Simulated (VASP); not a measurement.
Runs of VASP 6.6.1 on Re. The structure is that of space group Fd-3m (No. 227), or close to it. The cells are those of the table. 

| task | cell | cutoff (eV) | gap on the mesh (eV) | pressure (GPa) | relaxed volume (Å³/atom) |
| --- | --- | --- | --- | --- | --- |
| single point | a = 3.947 Å, angles 60.0°, 2 atoms | 520 | none | (b) | - |
| relaxation of cell and atoms | relaxed from a = 3.928 Å, angles 60.0°, 2 atoms | 600 | none | 0.0 | 21.32 |
| single point | a = 3.928 Å, angles 60.0°, 2 atoms | 520 | none | -1.0 | - |
| single point | a = 3.908 Å, angles 60.0°, 2 atoms | 520 | none | 2.0 | - |
| relaxation of cell and atoms | relaxed from a = 3.783 Å, angles 60.0°, 2 atoms | 600 | none | 0.1 | (a) |

Alike in all rows: level LDA; potentials or basis VASP PAW LDA potentials, release 64 (Re); no spin polarisation; k mesh 8 × 8 × 8; smearing methfessel-paxton 0.1 eV.

Question: Estimate the missing entries.

Answer: (a) 21.30; (b) -3.9.

Caveats: spin-orbit coupling is left out, which moves the levels of the heavy elements.

A k mesh can miss the band edges, and the runs leave out spin-orbit coupling on Re.

A gap of «none» marks levels without a gap at the run's occupations.
